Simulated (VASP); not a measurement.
Here is a VASP 6.6.1 calculation.

File INCAR:

```
SYSTEM = P
PREC = Accurate ; ENCUT = 520
EDIFF = 1E-6 ; ISMEAR = -1
SIGMA = 0.05 ; LREAL = .FALSE.
LASPH = .TRUE. ; NELM = 60
ALGO = Normal ; ISIF = 2
LWAVE = .FALSE. ; LCHARG = .FALSE.
GGA = PS ; NBANDS = 12
```

File KPOINTS:

```
Automatic mesh
0
G
  9 9 9
  0 0 0
```

Contents of POSCAR:

```
P
1.0
    1.7595715195      1.0158890905      3.1910618704
   -1.7595715195      1.0158890905      3.1910618704
    0.0000000000     -2.0317781808      3.1910618704
P
2
Direct
    0.7729197500      0.7729197500      0.7729197500
    0.2270802500      0.2270802500      0.2270802500
```

Potentials or basis: VASP PAW PBE potentials, release 64 (P).

The run is started by

```sh
$ cat potpaw_PBE.64/P/POTCAR > POTCAR
$ mpirun -np 1 vasp_std > vasp.out
```

**Question.** What does it give for the band gap on the k mesh?

**Answer.** Zero (band 5 reaches 8.54 eV, above the bottom of band 6 at 7.95 eV).

**Question.** Estimate the pressure.

**Answer.** -6.3 GPa.

**Question.** Estimate the largest force.

**Answer.** 0.138 eV/Å.

Forces in eV/Å, atoms in the order of the input:
```
P    0.000  0.000  0.138
P    0.000  0.000 -0.138
```

Caveat: the PAW data sets were made with another functional, which shifts forces and pressure a little.
